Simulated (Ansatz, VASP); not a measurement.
## Two plane-wave programs on C

POSCAR

```
C
1.0
    2.5388031358      0.0000000000      0.0000000000
   -1.2694015679      2.1986680108      0.0000000000
    0.0000000000      0.0000000000      8.2916519209
C
8
Direct
    0.6666666667      0.3333333333      0.8437500000
    0.3333333333      0.6666666667      0.3437500000
    0.6666666667      0.3333333333      0.6562500000
    0.3333333333      0.6666666667      0.1562500000
    0.0000000000      0.0000000000      0.9062500000
    0.0000000000      0.0000000000      0.4062500000
    0.0000000000      0.0000000000      0.5937500000
    0.0000000000      0.0000000000      0.0937500000
```

The input INCAR.step1:

```
ALGO = Normal ; EDIFF = 1E-4
ENCUT = 520 ; GGA = PE
ISMEAR = -1 ; LASPH = T
LCHARG = F ; LREAL = F
LWAVE = T ; NBANDS = 26
NELM = 60 ; PREC = Accurate
SIGMA = 0.05
```

The input INCAR.step2:

```
ALGO = Normal ; EDIFF = 1E-7
ENCUT = 520 ; ISIF = 2
ISMEAR = -1 ; ISTART = 1
IVDW = 13 ; LASPH = T
LCHARG = T ; LELF = T
LMIXTAU = T ; LREAL = F
LVHAR = T ; LWAVE = F
METAGGA = R2SCAN ; NBANDS = 26
NELM = 60 ; PREC = Accurate
SIGMA = 0.05 ; VDW_A1 = 0.51559235
VDW_A2 = 5.77342911 ; VDW_S6 = 1.0
VDW_S8 = 0.6018749
```

The input KPOINTS:

```
k-points
0
Gamma
  12 12 4
```

The input input.yaml:

```yaml
crystal:
  lattice:
    - [2.5388031358, 0.0, 0.0]
    - [-1.2694015679, 2.1986680108, 0.0]
    - [0.0, 0.0, 8.2916519209]
  atoms:
    - { symbol: C, position: [0.6666666667, 0.3333333333, 0.84375] }
    - { symbol: C, position: [0.3333333333, 0.6666666667, 0.34375] }
    - { symbol: C, position: [0.6666666667, 0.3333333333, 0.65625] }
    - { symbol: C, position: [0.3333333333, 0.6666666667, 0.15625] }
    - { symbol: C, position: [0.0, 0.0, 0.90625] }
    - { symbol: C, position: [0.0, 0.0, 0.40625] }
    - { symbol: C, position: [0.0, 0.0, 0.59375] }
    - { symbol: C, position: [0.0, 0.0, 0.09375] }
hamiltonian:
  xc: r2scan
  pseudopotentials: { kind: paw }
  dispersion: d4
kpoints:
  mp_grid: { grid: [12, 12, 4] }
scf:
  occupations: { method: fermi_dirac, width: 0.05 }
output:
  forces: true
  stress: true
  eigenvalues: true
  write_density: true
  write_potential: true
  elf: true
  volumetric_format: npy
```

Alike in both runs: task single point; functional r2SCAN; dispersion D4; k mesh 12 × 12 × 4; occupations fermi-dirac, width 0.05 eV; no spin polarisation.

|  | VASP | Ansatz |
| --- | --- | --- |
| version | VASP 6.6.1 | Ansatz 0.2.0 |
| potentials or method | VASP PAW PBE potentials, release 64 (C) | Ansatz PAW |
| plane-wave cutoff (eV) | 520 | 500 |
| valence electrons in the cell | 32 | 32 |

VASP gave:

| Item | Value |
| --- | --- |
| gap on the k mesh at the Fermi level (eV) | 4.57 |
| least direct gap on the mesh (eV) | 5.36 |
| pressure (GPa) | -11.5 |
| traceless stress, the component that is largest in VASP (GPa) | 8.31 |
| rms of the force components (eV/Å) | 0.193 |

Problem. Which values does Ansatz return?

Solution. gap on the k mesh at the Fermi level (eV): 4.59; least direct gap on the mesh (eV): 5.41; pressure (GPa): -12.5; traceless stress, the component that is largest in VASP (GPa): 8.29; rms of the force components (eV/Å): 0.192.

VASP's potentials were made for PBE, not for r2SCAN. Atom by atom the forces differ by 0.001 eV/Å (rms over components).
